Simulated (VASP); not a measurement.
# Sc (P4mm) in VASP: single point with PBEsol

Aim: the single point of Sc with PBEsol.

All numbers are computed with VASP 6.6.1; they aren't measurements. Logs are shortened: lines on timing, memory, paths and dates and some standing lists are left out, and cuts for length are marked.

**1. The cell of the first run**

It takes space group P4mm (No. 99, tetragonal). Conventional cell: a = 5.339 Å, b = 5.339 Å, c = 3.691 Å, α = 90.00°, β = 90.00°, γ = 90.00°. Within 4.2 Å of Sc (site symmetry 2mm) lie 14 Sc at 3.18 to 3.78 Å. Within 4.2 Å of Sc (site symmetry 4mm) lie 14 Sc at 3.18 to 3.78 Å. Within 4.2 Å of Sc (site symmetry 4mm) lie 14 Sc at 3.22 to 3.78 Å.

**2. Single point, PBEsol (strained and its atoms moved)**

The input, INCAR:

```
SYSTEM = Sc
PREC = Accurate
ENCUT = 520
EDIFF = 1E-6
ISMEAR = 0
SIGMA = 0.1
LREAL = .False.
LASPH = .True.
NELM = 60
ALGO = Fast
ISIF = 2
LWAVE = .False.
LCHARG = .False.
GGA = PS
NBANDS = 30
```

The input, KPOINTS:

```
regular mesh
0
Gamma
  8 8 10
  0 0 0
```

The input, POSCAR:

```
Sc
1.0
    5.3390583361      0.0000000000      0.0000000000
    0.0000000000      5.3390583361      0.0000000000
    0.0000000000      0.0000000000      3.6914036635
Sc
4
Direct
    0.5000000000      0.5000000000     -0.0048382730
    0.0000000000      0.0000000000     -0.0048382730
    0.5000000000      0.0000000000      0.5272204285
    0.0000000000      0.5000000000      0.4824561174
```

Potentials or basis: VASP PAW PBE potentials, release 64 (Sc_sv).

The run is started by

```
cat potpaw_PBE.64/Sc_sv/POTCAR > POTCAR
mpirun -np 1 vasp_std > vasp.out
```

OUTCAR:

```text
SYSTEM = Sc
   PREC = Accurate
   ENCUT = 520
   EDIFF = 1E-6
   ISMEAR = 0
   LREAL = .False.
   LASPH = .True.
   NELM = 60
   ISIF = 2
   GGA = PS

 ion  position               nearest neighbor table
   1  0.500  0.500  0.995-   3 3.18   3 3.18   4 3.22   4 3.22   4 3.27   4 3.27   3 3.31   3 3.31

   2  0.000  0.000  0.995-   3 3.18   3 3.18   4 3.22   4 3.22   4 3.27   4 3.27   3 3.31   3 3.31

   3  0.500  0.000  0.527-   1 3.18   2 3.18   1 3.18   2 3.18   1 3.31   1 3.31   2 3.31   2 3.31

   4  0.000  0.500  0.482-   1 3.22   2 3.22   2 3.22   1 3.22   2 3.27   1 3.27   1 3.27   2 3.27

  LATTYP: Found a simple tetragonal cell.
 ALAT       =     5.3390583361
 C/A-ratio  =     0.6913960161

  Lattice vectors:

 A1 = (   5.3390583361,   0.0000000000,   0.0000000000)
 A2 = (   0.0000000000,   5.3390583361,   0.0000000000)
 A3 = (   0.0000000000,   0.0000000000,   3.6914036635)

Analysis of symmetry for initial positions (statically):
=====================================================================
 Subroutine PRICEL returns:
 Original cell was already a primitive cell.

 Routine SETGRP: Setting up the symmetry group for a
 simple tetragonal supercell.

 Subroutine GETGRP returns: Found  8 space group operations
 (whereof  4 operations were pure point group operations)
 out of a pool of 16 trial point group operations.

The static configuration has the point symmetry C_2v.
 The point group associated with its full space group is C_4v.

Analysis of symmetry for dynamics (positions and initial velocities):
=====================================================================
 Subroutine PRICEL returns:
 Original cell was already a primitive cell.

 Routine SETGRP: Setting up the symmetry group for a
 simple tetragonal supercell.

 Subroutine GETGRP returns: Found  8 space group operations
 (whereof  4 operations were pure point group operations)
 out of a pool of 16 trial point group operations.

The dynamic configuration has the point symmetry C_2v.
 The point group associated with its full space group is C_4v.

 Subroutine INISYM returns: Found  8 space group operations
 (whereof  4 operations are pure point group operations),
 and found     1 'primitive' translations

----------------------------------------------------------------------------------------

                                     Primitive cell

  volume of cell :     105.2255

  direct lattice vectors                    reciprocal lattice vectors
     5.339058336  0.000000000  0.000000000     0.187298946  0.000000000  0.000000000
     0.000000000  5.339058336  0.000000000     0.000000000  0.187298946  0.000000000
     0.000000000  0.000000000  3.691403664     0.000000000  0.000000000  0.270899661

  length of vectors
     5.339058336  5.339058336  3.691403664     0.187298946  0.187298946  0.270899661

  position of ions in fractional coordinates (direct lattice)
     0.500000000  0.500000000  0.995161727
     0.000000000  0.000000000  0.995161727
     0.500000000  0.000000000  0.527220429
     0.000000000  0.500000000  0.482456117

  ion indices of the primitive-cell ions
   primitive index   ion index
                 1           1
                 2           2
                 3           3
                 4           4

----------------------------------------------------------------------------------------

 KPOINTS: regular mesh

Automatic generation of k-mesh.
 Grid dimensions read from file:
 generate k-points for:    8    8   10

 Generating k-lattice:

  Cartesian coordinates                     Fractional coordinates (reciprocal lattice)
     0.023412368  0.000000000  0.000000000     0.125000000  0.000000000  0.000000000
     0.000000000  0.023412368  0.000000000     0.000000000  0.125000000  0.000000000
     0.000000000  0.000000000  0.027089966     0.000000000  0.000000000  0.100000000

  Length of vectors
     0.023412368  0.023412368  0.027089966

  Shift w.r.t. Gamma in fractional coordinates (k-lattice)
     0.000000000  0.000000000  0.000000000

 Subroutine IBZKPT returns following result:
 ===========================================

 Found     90 irreducible k-points:

 Following reciprocal coordinates:
            Coordinates               Weight
  0.000000  0.000000  0.000000      1.000000
  0.125000  0.000000  0.000000      4.000000
  0.250000  0.000000  0.000000      4.000000
  0.375000  0.000000  0.000000      4.000000
  0.500000  0.000000  0.000000      2.000000
  0.125000  0.125000  0.000000      4.000000
[... 16 lines left out ...]
  0.375000  0.125000  0.100000     16.000000
  0.500000  0.125000  0.100000      8.000000
 [... further k-points ...]
   k-points           NKPTS =     90   k-points in BZ     NKDIM =     90   number of bands    NBANDS=     30
   number of dos      NEDOS =    301   number of ions     NIONS =      4
   total plane-waves  NPLWV =  44800
   dimension x,y,z NGX =    40 NGY =   40 NGZ =   28
   dimension x,y,z NGXF=    80 NGYF=   80 NGZF=   56
   ions per type =               4
   NGX,Y,Z   is equivalent  to a cutoff of  12.46, 12.46, 12.61 a.u.
   NGXF,Y,Z  is equivalent  to a cutoff of  24.91, 24.91, 25.22 a.u.
 SYSTEM =  Sc
   PREC   = accura    normal or accurate (medium, high low for compatibility)
   ISTART =      0    job   : 0-new  1-cont  2-samecut
   ICHARG =      2    charge: 1-file 2-atom 10-const
   ISPIN  =      1    spin polarized calculation?
   LNONCOLLINEAR =      F non collinear calculations
   LSORBIT =      F    spin-orbit coupling
   LASPH  =      T    aspherical Exc in radial PAW
   ENCUT  =  520.0 eV  38.22 Ry    6.18 a.u.   9.93  9.93  6.86*2*pi/ulx,y,z
   NELM   =     60;   NELMIN=  2; NELMDL= -5     # of ELM steps
   EDIFF  = 0.1E-05   stopping-criterion for ELM
   LREAL  =      F    real-space projection
   EDIFFG = 0.1E-04   stopping-criterion for IOM
   NSW    =      0    number of steps for IOM
   IBRION =     -1    ionic relax: 0-MD 1-quasi-New 2-CG
   NFREE  =      0    steps in history (QN), initial steepest desc. (CG)
   ISIF   =      2    stress and relaxation
   ISYM   =      2    0-nonsym 1-usesym 2-fastsym
   POTIM  = 0.5000    time-step for ionic-motion
   TEBEG  =    0.0;   TEEND  =   0.0 temperature during run
   PSTRESS=    0.0 pullay stress
   NELECT =      44.0000    total number of electrons
   NUPDOWN=      -1.0000    fix difference up-down
   EMIN   =  10.00;   EMAX   =-10.00  energy-range for DOS
   EFERMI =   0.00;   METHOD = LEGACY
   ISMEAR =     0;   SIGMA  =   0.10  broadening in eV -4-tet -1-fermi 0-gaus
   EFERMI_NEDOS =   21; number of points for ismear=-14 and -15
   IALGO  =     68    algorithm
   IMIX   =      4    mixing-type and parameters
     AMIX     =   0.40;   BMIX     =  1.00
     AMIX_MAG =   1.60;   BMIX_MAG =  1.00
  volume/ion in A,a.u.               =      26.31       177.52
  Fermi-wavevector in a.u.,A,eV,Ry     =   1.224199  2.313401 20.390558  1.498664
  Thomas-Fermi vector in A             =   2.359282
   LORBIT       =      0    0 simple, 1 ext, 2 COOP (PROOUT), +10 PAW based schemes
   GGA     = PS    functional components
   LHFCALC =     F    Hartree Fock is set to
   AEXX    =    0.0000 exact exchange contribution
   IVDW    =     0    specifies the selected vdW correction
   LEPSILON=     F    determine dielectric tensor
   LRPA    =     F    only Hartree local field effects (RPA)
 non-spin polarized calculation
 RMM-DIIS sequential band-by-band and
 Gauss-broadening in eV      SIGMA  =   0.10
  energy-cutoff  :      520.00
  volume of cell :      105.23
 maximum number of plane-waves:      2852
 NGX is ok and might be reduce to    40
   NGX = 19   NGY = 19   NGZ = 13

 number of electron      44.0000017 magnetization

 Free energy of the ion-electron system (eV)
  ---------------------------------------------------
  ext. energy  EPLUGINS =         0.00000000
  ---------------------------------------------------
  free energy    TOTEN  =       -25.82989670 eV

  energy without entropy =      -25.77560370  energy(sigma->0) =      -25.80275020

 E-fermi :   3.3036     XC(G=0):  -9.7324

 val. band max:        3.3007769392   @ k =   0.5000   0.0000   0.5000
 cond. band min:       3.3045745837   @ k =   0.1250   0.0000   0.4000
 fundamental gap:      0.0037976445
 Fermi energy:         3.3036462566

 k-point     1 :       0.0000    0.0000    0.0000
  band No.  band energies     occupation
      1     -46.2433      2.00000
      2     -46.1968      2.00000
      3     -46.1924      2.00000
      4     -46.1573      2.00000
      5     -25.0931      2.00000
      6     -25.0931      2.00000
[... 22 lines left out ...]
     29       5.8133      0.00000
     30       5.8920      0.00000

 k-point     2 :       0.1250    0.0000    0.0000
  band No.  band energies     occupation
      1     -46.2415      2.00000
      2     -46.1976      2.00000
      3     -46.1921      2.00000
      4     -46.1587      2.00000
      5     -25.0896      2.00000
      6     -25.0812      2.00000
[... 22 lines left out ...]
     29       5.7483      0.00000
     30       5.8417      0.00000

 k-point     3 :       0.2500    0.0000    0.0000
  band No.  band energies     occupation
      1     -46.2363      2.00000
      2     -46.2021      2.00000
      3     -46.1888      2.00000
      4     -46.1627      2.00000
      5     -25.0799      2.00000
      6     -25.0472      2.00000
[... 22 lines left out ...]
     29       5.3875      0.00000
     30       5.8246      0.00000

 k-point     4 :       0.3750    0.0000    0.0000
  band No.  band energies     occupation
      1     -46.2284      2.00000
      2     -46.2098      2.00000
      3     -46.1831      2.00000
      4     -46.1686      2.00000
      5     -25.0653      2.00000
      6     -25.0307      2.00000
[... 616 lines left out ...]
     29       5.3452      0.00000
     30       5.6800      0.00000

 k-point    23 :       0.3750    0.1250    0.1000
  band No.  band energies     occupation
      1     -46.2250      2.00000
      2     -46.2074      2.00000
      3     -46.1850      2.00000
      4     -46.1711      2.00000
      5     -25.0494      2.00000
      6     -25.0202      2.00000
[... 22 lines left out ...]
     29       5.4429      0.00000
     30       5.4811      0.00000

 k-point    24 :       0.5000    0.1250    0.1000
  band No.  band energies     occupation
      1     -46.2171      2.00000
      2     -46.2152      2.00000
      3     -46.1798      2.00000
      4     -46.1763      2.00000
      5     -25.0348      2.00000
      6     -25.0337      2.00000
[... 22 lines left out ...]
     29       5.4899      0.00000
     30       5.5422      0.00000

 [... further k-points ...]
[... 5 lines left out ...]
  --------------------------------------------------------------------------------------
  -------------------------------------------------------------------------------------
  Total       -3.0218948     -3.0218948     -3.1480820      0.0000000      0.0000000      0.0000000
  in kB      -46.0117823    -46.0117823    -47.9331254      0.0000000      0.0000000      0.0000000
  external PRESSURE =     -46.6522300 kB  Pullay stress =       0.0000000 kB

 VOLUME and BASIS-vectors are now :
 -----------------------------------------------------------------------------
  energy-cutoff  :      520.00
  volume of cell :      105.23
      direct lattice vectors                 reciprocal lattice vectors
     5.339058336  0.000000000  0.000000000     0.187298946  0.000000000  0.000000000
     0.000000000  5.339058336  0.000000000     0.000000000  0.187298946  0.000000000
     0.000000000  0.000000000  3.691403664     0.000000000  0.000000000  0.270899661

 POSITION                                       TOTAL-FORCE (eV/Angst)
 -----------------------------------------------------------------------------------
      2.66953      2.66953      3.67354         0.000000      0.000000      0.120124
      0.00000      0.00000      3.67354         0.000000      0.000000      0.120124
      2.66953      0.00000      1.94618         0.000000      0.000000     -0.350247
      0.00000      2.66953      1.78094         0.000000      0.000000      0.109999
 -----------------------------------------------------------------------------------
    total drift:                               -0.000000      0.000000      0.000747

  FREE ENERGIE OF THE ION-ELECTRON SYSTEM (eV)
  ---------------------------------------------------
  free  energy   TOTEN  =       -25.8298966992 eV

  energy  without entropy=      -25.7756036977  energy(sigma->0) =      -25.80275020
```

It took 3.1 min on 1 thread of Intel Xeon Platinum 8488C (Sapphire Rapids), shared host; peak memory 0.34 GiB.

Results:

```yaml
Free_energy: -25.8299 eV
Pressure: -4.7 GPa
Largest_force: 0.350 eV/Å
Band_gap_on_the_k_mesh: zero (bands 22 and 23 overlap by 0.73 eV)
```

Forces on the atoms (eV/Å):
```
Sc   0.000  0.000  0.120
Sc   0.000  0.000  0.120
Sc   0.000  0.000 -0.350
Sc   0.000  0.000  0.110
```

Stress tensor (GPa, compression positive):
```
-4.60  0.00  0.00
 0.00 -4.60  0.00
 0.00  0.00 -4.79
```

Caveat: the cell differs from its parent crystal (strained and its atoms moved); the cell stands under tension; the PAW data sets were made with another functional, which shifts forces and pressure a little.
